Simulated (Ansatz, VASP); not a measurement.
Two plane-wave programs on V

```
V
1.0
     2.76018    0.00000    0.00000
    -1.38009    2.39038    0.00000
     0.00000    0.00000    9.65046
V
4
Direct
  0.00000 0.00000 0.00000
  0.00000 0.00000 0.50000
  0.33333 0.66667 0.25000
  0.66667 0.33333 0.75000
```

Alike in both runs: task single point; functional RPBE; k mesh 15 × 15 × 4; occupations fermi-dirac, width 0.1 eV; no spin polarisation.

|  | VASP | Ansatz |
| --- | --- | --- |
| version | VASP 6.6.1 | Ansatz 0.2.0 |
| potentials or method | VASP PAW PBE potentials, release 64 (V_sv), cutoff 520 eV | plane waves (420 eV) with PAW, scalar-relativistic |
| valence electrons in the cell | 52 | 52 |

Ansatz gave:

```
pressure (GPa) : -14.8
```

Q: Estimate VASP's values.

A: Pressure (GPa): -14.6.

VASP's potentials were made for PBE, not for RPBE.
